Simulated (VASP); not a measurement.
# Be4ZnSe (P4mm) in VASP: relaxation of cell and atoms with PBE

Aim: the relaxation of cell and atoms of Be4ZnSe with PBE.

Everything below comes from runs of VASP 6.6.1. Logs are shortened: lines on timing, memory, paths and dates and some standing lists are left out, and cuts for length are marked.

## 1. The cell of the first run

Symmetry: P4mm, No. 99, tetragonal system. The conventional cell has a = 3.705 Å, b = 3.705 Å, c = 5.058 Å, α = 90.00°, β = 90.00°, γ = 90.00°. Within 2.7 Å of Be (site symmetry m) lie 8 Be at 1.81 to 2.68 Å and 1 Se at 1.88 Å and 1 Zn at 2.43 Å. Zn (site symmetry 4mm) has 8 Be at 2.43 to 3.26 Å and 4 Se at 3.11 Å within 3.3 Å. Within 2.5 Å of Se (site symmetry 4mm) lie 4 Be at 1.88 Å.

The cell was generated, and may not be a known phase.

## 2. Relaxation of cell and atoms, PBE

The input, INCAR:

```
PREC = Accurate ; ENCUT = 600
EDIFF = 1E-7 ; ISMEAR = 0
SIGMA = 0.2 ; LREAL = F
LASPH = T ; NELM = 120
ALGO = Normal ; ISIF = 3
LWAVE = F ; LCHARG = F
GGA = PE ; IBRION = 2
NSW = 36 ; EDIFFG = -0.08
GGA_COMPAT = F ; NELMIN = 4
```

The input, KPOINTS:

```
Automatic mesh
0
Gamma
  4 4 3
```

The input, POSCAR:

```
Be4ZnSe
1.0
    3.7051265300      0.0000000000      0.0000000000
    0.0000000000      3.7051265300      0.0000000000
    0.0000000000      0.0000000000      5.0576071000
Be Zn Se
4 1 1
Direct
    0.2438400500      0.2438400500      0.9753164800
    0.7561599500      0.7561599500      0.9753164800
    0.7561599500      0.2438400500      0.9753164800
    0.2438400500      0.7561599500      0.9753164800
    0.0000000000      0.0000000000      0.3832041200
    0.5000000000      0.5000000000      0.7138519600
```

Potentials or basis: VASP PAW PBE potentials, release 64 (Be, Zn, Se).

Run with:

```sh
cat potpaw_PBE.64/Be/POTCAR potpaw_PBE.64/Zn/POTCAR potpaw_PBE.64/Se/POTCAR > POTCAR
mpirun -np 1 vasp_std > vasp.out
```

OUTCAR:

```text
PREC = Accurate
   ENCUT = 600
   EDIFF = 1E-7
   ISMEAR = 0
   LREAL = F
   LASPH = T
   NELM = 120
   ISIF = 3
   GGA = PE
   IBRION = 2
   NSW = 36
   EDIFFG = -0.08
   NELMIN = 4

 ion  position               nearest neighbor table
   1  0.244  0.244  0.975-   3 1.81   4 1.81   6 1.88   4 1.90   3 1.90   5 2.43
   2  0.756  0.756  0.975-   3 1.81   4 1.81   6 1.88   3 1.90   4 1.90   5 2.43
   3  0.756  0.244  0.975-   1 1.81   2 1.81   6 1.88   2 1.90   1 1.90   5 2.43
   4  0.244  0.756  0.975-   1 1.81   2 1.81   6 1.88   2 1.90   1 1.90   5 2.43
   5  0.000  0.000  0.383-   1 2.43   2 2.43   3 2.43   4 2.43
   6  0.500  0.500  0.714-   1 1.88   2 1.88   3 1.88   4 1.88

  LATTYP: Found a simple tetragonal cell.
 ALAT       =     3.7051265300
 C/A-ratio  =     1.3650295230

  Lattice vectors:

 A1 = (   3.7051265300,   0.0000000000,   0.0000000000)
 A2 = (   0.0000000000,   3.7051265300,   0.0000000000)
 A3 = (   0.0000000000,   0.0000000000,   5.0576071000)

Analysis of symmetry for initial positions (statically):
=====================================================================
 Subroutine PRICEL returns:
 Original cell was already a primitive cell.

 Routine SETGRP: Setting up the symmetry group for a
 simple tetragonal supercell.

 Subroutine GETGRP returns: Found  8 space group operations
 (whereof  8 operations were pure point group operations)
 out of a pool of 16 trial point group operations.

The static configuration has the point symmetry C_4v.

Analysis of symmetry for dynamics (positions and initial velocities):
=====================================================================
 Subroutine PRICEL returns:
 Original cell was already a primitive cell.

 Routine SETGRP: Setting up the symmetry group for a
 simple tetragonal supercell.

 Subroutine GETGRP returns: Found  8 space group operations
 (whereof  8 operations were pure point group operations)
 out of a pool of 16 trial point group operations.

The dynamic configuration has the point symmetry C_4v.

 Subroutine INISYM returns: Found  8 space group operations
 (whereof  8 operations are pure point group operations),
 and found     1 'primitive' translations

----------------------------------------------------------------------------------------

                                     Primitive cell

  volume of cell :      69.4306

  direct lattice vectors                    reciprocal lattice vectors
     3.705126530  0.000000000  0.000000000     0.269896316  0.000000000  0.000000000
     0.000000000  3.705126530  0.000000000     0.000000000  0.269896316  0.000000000
     0.000000000  0.000000000  5.057607100     0.000000000  0.000000000  0.197721962

  length of vectors
     3.705126530  3.705126530  5.057607100     0.269896316  0.269896316  0.197721962

  position of ions in fractional coordinates (direct lattice)
     0.243840050  0.243840050  0.975316480
     0.756159950  0.756159950  0.975316480
     0.756159950  0.243840050  0.975316480
     0.243840050  0.756159950  0.975316480
     0.000000000  0.000000000  0.383204120
     0.500000000  0.500000000  0.713851960

  ion indices of the primitive-cell ions
   primitive index   ion index
                 1           1
                 2           2
                 3           3
                 4           4
                 5           5
                 6           6

----------------------------------------------------------------------------------------

 KPOINTS: Automatic mesh

Automatic generation of k-mesh.
 Grid dimensions read from file:
 generate k-points for:    4    4    3

 Generating k-lattice:

  Cartesian coordinates                     Fractional coordinates (reciprocal lattice)
     0.067474079  0.000000000  0.000000000     0.250000000  0.000000000  0.000000000
     0.000000000  0.067474079  0.000000000     0.000000000  0.250000000  0.000000000
     0.000000000  0.000000000  0.065907321     0.000000000  0.000000000  0.333333333

  Length of vectors
     0.067474079  0.067474079  0.065907321

  Shift w.r.t. Gamma in fractional coordinates (k-lattice)
     0.000000000  0.000000000  0.000000000

 Subroutine IBZKPT returns following result:
 ===========================================

 Found     12 irreducible k-points:

 Following reciprocal coordinates:
            Coordinates               Weight
  0.000000  0.000000  0.000000      1.000000
  0.250000  0.000000  0.000000      4.000000
  0.500000  0.000000  0.000000      2.000000
  0.250000  0.250000  0.000000      4.000000
  0.500000  0.250000  0.000000      4.000000
  0.500000  0.500000  0.000000      1.000000
  0.000000  0.000000  0.333333      2.000000
  0.250000  0.000000  0.333333      8.000000
  0.500000  0.000000  0.333333      4.000000
  0.250000  0.250000  0.333333      8.000000
  0.500000  0.250000  0.333333      8.000000
  0.500000  0.500000  0.333333      2.000000
   k-points           NKPTS =     12   k-points in BZ     NKDIM =     12   number of bands    NBANDS=     17
   number of dos      NEDOS =    301   number of ions     NIONS =      6
   total plane-waves  NPLWV =  36000
   dimension x,y,z NGX =    30 NGY =   30 NGZ =   40
   dimension x,y,z NGXF=    60 NGYF=   60 NGZF=   80
   ions per type =               4   1   1
   NGX,Y,Z   is equivalent  to a cutoff of  13.46, 13.46, 13.15 a.u.
   NGXF,Y,Z  is equivalent  to a cutoff of  26.92, 26.92, 26.30 a.u.
 SYSTEM =  unknown system
   PREC   = accura    normal or accurate (medium, high low for compatibility)
   ISTART =      0    job   : 0-new  1-cont  2-samecut
   ICHARG =      2    charge: 1-file 2-atom 10-const
   ISPIN  =      1    spin polarized calculation?
   LNONCOLLINEAR =      F non collinear calculations
   LSORBIT =      F    spin-orbit coupling
   LASPH  =      T    aspherical Exc in radial PAW
   ENCUT  =  600.0 eV  44.10 Ry    6.64 a.u.   7.40  7.40 10.10*2*pi/ulx,y,z
   NELM   =    120;   NELMIN=  4; NELMDL= -5     # of ELM steps
   EDIFF  = 0.1E-06   stopping-criterion for ELM
   LREAL  =      F    real-space projection
   EDIFFG = -.8E-01   stopping-criterion for IOM
   NSW    =     36    number of steps for IOM
   IBRION =      2    ionic relax: 0-MD 1-quasi-New 2-CG
   NFREE  =      1    steps in history (QN), initial steepest desc. (CG)
   ISIF   =      3    stress and relaxation
   ISYM   =      2    0-nonsym 1-usesym 2-fastsym
   POTIM  = 0.5000    time-step for ionic-motion
   TEBEG  =    0.0;   TEEND  =   0.0 temperature during run
   PSTRESS=    0.0 pullay stress
   NELECT =      26.0000    total number of electrons
   NUPDOWN=      -1.0000    fix difference up-down
   EMIN   =  10.00;   EMAX   =-10.00  energy-range for DOS
   EFERMI =   0.00;   METHOD = LEGACY
   ISMEAR =     0;   SIGMA  =   0.20  broadening in eV -4-tet -1-fermi 0-gaus
   EFERMI_NEDOS =   21; number of points for ismear=-14 and -15
   IALGO  =     38    algorithm
   IMIX   =      4    mixing-type and parameters
     AMIX     =   0.40;   BMIX     =  1.00
     AMIX_MAG =   1.60;   BMIX_MAG =  1.00
  volume/ion in A,a.u.               =      11.57        78.09
  Fermi-wavevector in a.u.,A,eV,Ry     =   1.180001  2.229878 18.944771  1.392401
  Thomas-Fermi vector in A             =   2.316301
   LORBIT       =      0    0 simple, 1 ext, 2 COOP (PROOUT), +10 PAW based schemes
   GGA     = PE    functional components
   LHFCALC =     F    Hartree Fock is set to
   AEXX    =    0.0000 exact exchange contribution
   IVDW    =     0    specifies the selected vdW correction
   LEPSILON=     F    determine dielectric tensor
   LRPA    =     F    only Hartree local field effects (RPA)
 conjugate gradient relaxation of ions
 non-spin polarized calculation
 Gauss-broadening in eV      SIGMA  =   0.20
  energy-cutoff  :      600.00
  volume of cell :       69.43
 maximum number of plane-waves:      2349
 NGX is ok and might be reduce to    30
   NGX = 15   NGY = 15   NGZ = 21

--------------------------------------- Ionic step        1  -------------------------------------------

 number of electron      26.0000004 magnetization

 Free energy of the ion-electron system (eV)
  ---------------------------------------------------
  ext. energy  EPLUGINS =         0.00000000
  ---------------------------------------------------
  free energy    TOTEN  =       -12.93580222 eV

  energy without entropy =      -12.89966104  energy(sigma->0) =      -12.91773163

------------------------ aborting loop because EDIFF is reached ----------------------------------------

  FORCE on cell =-STRESS in cart. coord.  units (eV):
  Direction    XX          YY          ZZ          XY          YZ          ZX
  --------------------------------------------------------------------------------------
  -------------------------------------------------------------------------------------
  Total       18.0564191     18.0564191     16.7240522      0.0000000      0.0000000      0.0000000
  in kB      416.6688491    416.6688491    385.9232291      0.0000000      0.0000000      0.0000000
  external PRESSURE =     406.4203091 kB  Pullay stress =       0.0000000 kB
[... 101 lines left out ...]
  FREE ENERGIE OF THE ION-ELECTRON SYSTEM (eV)
  ---------------------------------------------------
  free  energy   TOTEN  =       -16.2759753772 eV

  energy  without entropy=      -16.2429519730  energy(sigma->0) =      -16.25946368

 E-fermi :   4.1214     XC(G=0):  -9.7861

 val. band max:        4.0202107573   @ k =   0.2500   0.0000   0.3333
 cond. band min:       4.1689099716   @ k =   0.5000   0.0000   0.3333
 fundamental gap:      0.1486992143
 Fermi energy:         4.1213835728

 k-point     1 :       0.0000    0.0000    0.0000
  band No.  band energies     occupation
      1     -10.4496      2.00000
      2      -3.7457      2.00000
      3      -3.1428      2.00000
      4      -3.1428      2.00000
      5      -3.1379      2.00000
      6      -3.0906      2.00000
[... 9 lines left out ...]
     16       5.8520      0.00000
     17       7.4892      0.00000
[... 203 lines left out ...]
      1      -9.9097      2.00000
      2      -3.2997      2.00000
      3      -3.2997      2.00000
      4      -3.2302      2.00000
      5      -3.1994      2.00000
      6      -3.0349      2.00000
[... 9 lines left out ...]
     16       7.6999      0.00000
     17       8.6954      0.00000

 E-fermi :   4.4801     XC(G=0):  -9.9908

 val. band max:        4.3725019370   @ k =   0.2500   0.0000   0.3333
 cond. band min:       4.6524815256   @ k =   0.2500   0.2500   0.0000
 fundamental gap:      0.2799795886
 Fermi energy:         4.4800670593

 k-point     1 :       0.0000    0.0000    0.0000
  band No.  band energies     occupation
      1     -10.1937      2.00000
      2      -3.7532      2.00000
      3      -2.9944      2.00000
      4      -2.9944      2.00000
      5      -2.9817      2.00000
      6      -2.9400      2.00000
[... 9 lines left out ...]
     16       6.2777      0.00000
     17       8.0790      0.00000
[... 203 lines left out ...]
      1      -9.6124      2.00000
      2      -3.1649      2.00000
      3      -3.1649      2.00000
      4      -3.1223      2.00000
      5      -2.9764      2.00000
      6      -2.8765      2.00000
[... 9 lines left out ...]
     16       8.0520      0.00000
     17      10.2410      0.00000

[... ionic steps 4 to 29 ...]

--------------------------------------- Ionic step       30  -------------------------------------------

 number of electron      25.9999959 magnetization

------------------------ aborting loop because EDIFF is reached ----------------------------------------

  FORCE on cell =-STRESS in cart. coord.  units (eV):
  Direction    XX          YY          ZZ          XY          YZ          ZX
  --------------------------------------------------------------------------------------
  -------------------------------------------------------------------------------------
  Total        0.1484617      0.1484617      0.4483291      0.0000000     -0.0000000      0.0000000
  in kB        3.0270816      3.0270816      9.1412691      0.0000000     -0.0000000      0.0000000
  external PRESSURE =       5.0651441 kB  Pullay stress =       0.0000000 kB
[... 65 lines left out ...]
  energy  without entropy=      -17.1383834583  energy(sigma->0) =      -17.14936935

--------------------------------------- Ionic step       32  -------------------------------------------

 number of electron      25.9999964 magnetization

 Free energy of the ion-electron system (eV)
  ---------------------------------------------------
  ext. energy  EPLUGINS =         0.00000000
  ---------------------------------------------------
  free energy    TOTEN  =       -17.16106582 eV

  energy without entropy =      -17.13902239  energy(sigma->0) =      -17.15004410

 E-fermi :   4.5683     XC(G=0): -10.0768

 val. band max:        4.4108228559   @ k =   0.2500   0.0000   0.0000
 cond. band min:       4.5689280151   @ k =   0.5000   0.0000   0.3333
 fundamental gap:      0.1581051592
 Fermi energy:         4.5682601716

 k-point     1 :       0.0000    0.0000    0.0000
  band No.  band energies     occupation
      1     -10.3530      2.00000
      2      -3.6440      2.00000
      3      -2.9395      2.00000
      4      -2.9395      2.00000
      5      -2.8921      2.00000
      6      -2.8645      2.00000
[... 9 lines left out ...]
     16       7.9273      0.00000
     17       8.2745      0.00000
[... 251 lines left out ...]
  FREE ENERGIE OF THE ION-ELECTRON SYSTEM (eV)
  ---------------------------------------------------
  free  energy   TOTEN  =       -17.1610658216 eV

  energy  without entropy=      -17.1390223865  energy(sigma->0) =      -17.15004410

 reached required accuracy - stopping structural energy minimisation
```

It took 3.3 min on 1 thread of Intel Xeon 6975P-C (Granite Rapids), shared host; peak memory 0.2 GiB.

Results:

- Free energy: -17.1611 eV
- Relaxed volume: 13.17 Å³/atom
- Relaxed cell: a = 4.487 Å, b = 4.487 Å, c = 3.926 Å, α = 90.00°, β = 90.00°, γ = 90.00°
- Space group after relaxing (to 0.1 Å): P4mm (No. 99)
- Energy gained by relaxing: 704.2 meV/atom
- Ionic steps: 32
- Pressure after relaxing: -0.1 GPa
- Largest force after relaxing: 0.065 eV/Å
- Band gap on the k mesh: zero (bands 13 and 14 overlap by 1.37 eV)

Forces in eV/Å, atoms in the order of the input:
```
Be   0.009  0.009 -0.005
Be  -0.009 -0.009 -0.005
Be  -0.009  0.009 -0.005
Be   0.009 -0.009 -0.005
Zn   0.000  0.000 -0.046
Se   0.000  0.000  0.065
```

Step by step:
```tsv
step	energy change (eV)	largest force (eV/Å)	pressure (GPa)	volume (Å³)
1	0.0000	11.2822	40.64	69.43
2	-2.5889	1.8501	-6.40	103.30
3	-3.3402	1.7801	2.61	86.74
4	-3.6531	0.2496	-1.39	91.18
5	-3.6534	0.2571	-1.30	91.03
6	-3.6731	0.2652	-0.46	89.61
7	-3.6808	0.3308	0.46	88.23
8	-3.6985	0.3193	0.38	87.84
9	-3.7354	0.3424	0.20	86.63
10	-3.7825	0.5883	0.15	83.97
11	-3.8252	1.5424	2.91	77.66
12	-3.7967	0.8221	0.45	82.42
13	-3.8558	1.1691	1.03	80.13
14	-3.8568	1.3683	1.80	78.92
15	-3.8598	1.2491	1.32	79.65
16	-3.8637	1.2563	1.33	79.59
17	-3.8737	1.2786	1.34	79.40
18	-3.8864	1.3226	1.48	79.01
19	-3.8841	1.3974	2.10	78.18
20	-3.8897	1.3552	1.70	78.69
21	-3.9059	1.3117	1.59	78.73
22	-3.9515	1.1849	1.23	78.86
23	-4.0301	0.9429	0.68	79.11
24	-4.1395	0.5034	-0.23	79.60
25	-4.1801	0.5595	-1.05	80.51
26	-4.1937	0.5120	-0.88	80.20
27	-4.2018	0.4628	-0.69	79.94
28	-4.2181	0.3021	-0.02	79.15
29	-4.2105	0.1361	1.59	77.56
30	-4.2218	0.1818	0.51	78.58
31	-4.2246	0.1083	0.17	78.83
32	-4.2253	0.0647	-0.10	79.04
```

Final structure:
```xyz
6
Lattice="4.4868 0.0000 0.0000 0.0000 4.4868 0.0000 0.0000 0.0000 3.9262" Properties=species:S:1:pos:R:3 pbc="T T T"
Be    1.0887    1.0887    3.8636
Be    3.3981    3.3981    3.8636
Be    3.3981    1.0887    3.8636
Be    1.0887    3.3981    3.8636
Zn    0.0000    0.0000    1.8755
Se    2.2434    2.2434    2.2947
```

Caveat: the k points lie up to 0.53 Å⁻¹ apart in the final cell, too coarse for converged energies and pressures of a metal; a cell axis changed by over 15 % at a fixed basis, so the end point is rough; the relaxation stopped at a loose force limit of 0.08 eV/Å, so its end isn't a converged minimum.

The gap in the log of VASP goes by the Fermi energy; the results here count the filled bands.